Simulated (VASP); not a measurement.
## AlRu: relaxation of cell and atoms with LDA

The system is AlRu.

```xyz
2
Lattice="2.9700 0.0000 0.0000 0.0000 2.9700 0.0000 0.0000 0.0000 2.9700" Properties=species:S:1:pos:R:3 pbc="T T T"
Ru    0.0000    0.0000    0.0000
Al    1.4850    1.4850    1.4850
```

```json
{
 "Program": "VASP 6.6.1",
 "Task": "relaxation of cell and atoms",
 "Functional": "LDA",
 "Potentials or basis": "VASP PAW LDA potentials, release 64 (Ru_pv, Al)",
 "Cutoff": "500 eV",
 "k mesh": "14 × 14 × 14",
 "Occupations": "gaussian, width 0.1 eV",
 "Spin": "no spin polarisation",
 "Dipole correction": "no",
 "Further INCAR settings": "ALGO = Normal; EDIFF = 1e-07; IBRION = 2; EDIFFG = -0.002; NSW = 100; ISIF = 3"
}
```

The relaxed volume is 12.92 Å³/atom. The relaxed cell is a = 2.957 Å, b = 2.957 Å, c = 2.957 Å, α = 90.00°, β = 90.00°, γ = 90.00°. The space group after relaxing (to 0.1 Å) is Pm-3m (No. 221) and the energy gained by relaxing is 1.7 meV/atom. The ionic steps are 3, the pressure after relaxing is 0.0 GPa and the band gap on the k mesh is zero (an odd number of electrons rules out a gap without spin polarisation).

Step by step:
```
step  energy change (eV)  largest force (eV/Å)  pressure (GPa)  volume (Å³)
   1              0.0000                0.0000           -3.08        26.20
   2              0.0065                0.0000            5.60        25.25
   3             -0.0035                0.0000           -0.01        25.84
```

Final structure:
```yaml
crystal:
  lattice:
    - [2.95652, 0.00000, 0.00000]
    - [0.00000, 2.95652, 0.00000]
    - [0.00000, 0.00000, 2.95652]
  atoms:
    - { symbol: Ru, position: [0.00000, 0.00000, 0.00000] }
    - { symbol: Al, position: [0.50000, 0.50000, 0.50000] }
```

Levels at points of the mesh, in eV from the Fermi level:
```
           k point  band 5  band 6  band 7  band 8  band 9  band 10  band 11  band 12
(0.00, 0.00, 0.00)   -3.79   -3.79    0.20    0.20    0.20     6.20     6.20     6.20
(0.50, 0.00, 0.00)   -5.52   -2.95   -1.68   -1.68    0.47     2.40     7.48    11.17
(0.50, 0.50, 0.00)   -3.24   -1.36   -1.36   -1.23   -1.23     1.61     5.51     6.60
(0.50, 0.50, 0.50)   -4.82   -4.82    1.71    1.71    2.70     4.22     4.22     4.22
```

It took 19 s on 1 thread of Intel(R) Xeon(R) 6975P-C (Granite Rapids), on a shared host, peak memory 0.16 GiB.
